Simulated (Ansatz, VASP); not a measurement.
**One calculation of B, two programs**

INCAR

```
ALGO     = Normal         # electronic algorithm
EDIFF    = 1E-7           # SCF threshold, eV
EDIFFG   = -0.01          # ionic threshold
ENCUT    = 600            # plane-wave cutoff, eV
GGA      = PE             # functional
IBRION   = 2              # ionic algorithm
ISIF     = 3              # what is computed and relaxed
ISMEAR   = 0              # smearing method
LASPH    = True           # aspherical terms in the spheres
LCHARG   = False          # write CHGCAR
LREAL    = False          # projectors in reciprocal space
LWAVE    = False          # write WAVECAR
NELM     = 100            # most SCF steps
NSW      = 100            # ionic steps
PREC     = Accurate       # precision mode
SIGMA    = 0.1            # smearing width, eV
```

Contents of KPOINTS:

```
k-points
0
Gamma
  34 20 14
```

POSCAR

```
B
1.0
    1.6269709867      0.0000000000      0.0000000000
    0.0000000000      2.8674858459      0.0000000000
    0.0000000000      0.0000000000      3.7808284006
B
2
Direct
    0.0000000000      0.0000000000      0.6113217735
    0.5000000000      0.5000000000      0.3886782265
```

Input for Ansatz:

```yaml
crystal:
  lattice:
    - [1.6269709867, 0.0, 0.0]
    - [0.0, 2.8674858459, 0.0]
    - [0.0, 0.0, 3.7808284006]
  atoms:
    - { symbol: B, position: [0.0, 0.0, 0.6113217735] }
    - { symbol: B, position: [0.5, 0.5, 0.3886782265] }
basis:
  ecutwfc: 420
kpoints:
  mp_grid: { grid: [34, 20, 14] }
hamiltonian:
  xc: pbe
scf:
  occupations: { method: gaussian, width: 0.1 }
output:
  forces: true
  stress: true
  eigenvalues: true
relax:
  adjacent_minimum: "off"
  f_tol: 0.01
  max_steps: 80
  cell: { stress_tol: 0.05 }
```

Alike in both runs: task relaxation of cell and atoms; functional PBE; k mesh 34 × 20 × 14; occupations gaussian, width 0.1 eV; no spin polarisation.

|  | VASP | Ansatz |
| --- | --- | --- |
| version | VASP 6.6.1 | Ansatz 0.2.0 |
| potentials or method | VASP PAW PBE potentials, release 64 (B), cutoff 600 eV | scalar-relativistic, plane waves, PAW |
| valence electrons in the cell | 6 | 6 |

Ansatz gave:

```
gap on the k mesh at the Fermi level, each at its own relaxed structure (eV) : none
relaxed volume (Å³/atom)                                                     : 9.12
relaxed cell length with the largest relative difference (Å)                 : 2.866
```

Estimate VASP's values.

gap on the k mesh at the Fermi level, each at its own relaxed structure (eV): none; relaxed volume (Å³/atom): 9.12; relaxed cell length with the largest relative difference (Å): 2.865.

A gap of «none» marks a metal or a gap that the smearing closes.
